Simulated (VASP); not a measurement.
A run of VASP 6.6.1:

The input INCAR:

```
SYSTEM = CsH3
ALGO     = Normal         ! electronic algorithm
EDIFF    = 1E-7           ! SCF threshold, eV
ENCUT    = 520            ! plane-wave cutoff, eV
GGA      = PE             ! functional
ISIF     = 2              ! what is computed and relaxed
ISMEAR   = 0              ! smearing method
LASPH    = .True.         ! aspherical terms in the spheres
LCHARG   = .True.         ! write CHGCAR
LELF     = .True.         ! ELF
LREAL    = .False.        ! projectors in reciprocal space
LVHAR    = .True.       
LWAVE    = .False.        ! write WAVECAR
NBANDS   = 14             ! bands
NELM     = 60             ! most SCF steps
PREC     = Accurate       ! precision mode
SIGMA    = 0.02           ! smearing width, eV
```

The input KPOINTS:

```
k-points
0
Gamma
  10 10 10
  0 0 0
```

The input POSCAR:

```
CsH3
1.0
   -2.1057317766      2.1057317766      4.1589593351
    2.1057317766     -2.1057317766      4.1589593351
    2.1057317766      2.1057317766     -4.1589593351
Cs H
1 3
Direct
    0.5000000000      0.5000000000      0.0000000000
    0.8745905024      0.8745905024      0.0000000000
    0.1254094976      0.1254094976      0.0000000000
    0.0000000000      0.0000000000      0.0000000000
```

Potentials or basis: VASP PAW PBE potentials, release 64 (Cs_sv, H).

Launch:

```bash
$ cat potpaw_PBE.64/Cs_sv/POTCAR potpaw_PBE.64/H/POTCAR > POTCAR
$ mpirun -np 1 vasp_std > vasp.out
```

Hardware: 1 thread of Intel(R) Xeon(R) 6975P-C (Granite Rapids), with other jobs on the host.

Question: Estimate the wall time of this run.

Answer: It took 87 s on 1 thread of Intel(R) Xeon(R) 6975P-C (Granite Rapids) (shared host), peak memory 0.29 GiB. Counts: scf iterations 15, k points 102.
